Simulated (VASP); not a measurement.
Runs of VASP 6.6.1 on Mo. The structure is that of space group Im-3m (No. 229), or close to it. The cells are those of the table. 

| task | level | U | cell | k mesh | smearing | gap on the mesh (eV) | pressure (GPa) | relaxed volume (Å³/atom) |
| --- | --- | --- | --- | --- | --- | --- | --- | --- |
| relaxation of cell and atoms | PBE | - | relaxed from a = 2.799 Å, angles 109.5°, 1 atom | 8 × 8 × 8 | fermi-dirac 0.1 eV | none | 0.0 | 15.85 |
| relaxation of cell and atoms | PBE | - | relaxed from a = 2.799 Å, angles 109.5°, 1 atom | 8 × 8 × 8 | methfessel-paxton 0.1 eV | none | 0.0 | (a) |
| single point | PBE | - | a = 2.738 Å, angles 109.5°, 1 atom | 8 × 8 × 8, shifted | fermi-dirac 0.1 eV | none | 0.5 | - |
| single point | PBE+U | Mo d U = 4.0 eV | a = 2.750 Å, angles 109.5°, 1 atom | 8 × 8 × 8 | fermi-dirac 0.1 eV | none | 6.8 | - |
| relaxation of cell and atoms | PBE+U | Mo d U = 4.0 eV | relaxed from a = 2.799 Å, angles 109.5°, 1 atom | 8 × 8 × 8 | fermi-dirac 0.1 eV | none | 0.0 | 16.45 |
| relaxation of cell and atoms | PBE | - | relaxed from a = 2.799 Å, angles 109.5°, 1 atom | 8 × 8 × 8, shifted | fermi-dirac 0.1 eV | none | 0.0 | 15.83 |
| single point | PBE | - | a = 2.740 Å, angles 109.5°, 1 atom | 8 × 8 × 8 | methfessel-paxton 0.1 eV | none | (b) | - |
| single point | PBE | - | a = 2.739 Å, angles 109.5°, 1 atom | 8 × 8 × 8 | fermi-dirac 0.1 eV | none | 0.5 | - |

Alike in all rows: potentials or basis VASP PAW PBE potentials, release 64 (Mo_sv); no spin polarisation; cutoff (eV) 500.

Question: Estimate the missing entries.

Answer: (a) 15.86; (b) 0.3.

Caveats: U without spin polarisation on a metal has little footing (some runs); the U is typed as a test and isn't derived for this compound (some runs).

A k mesh can miss the band edges, and the runs leave out spin-orbit coupling on Mo.

A gap of «none» marks levels without a gap at the run's occupations.
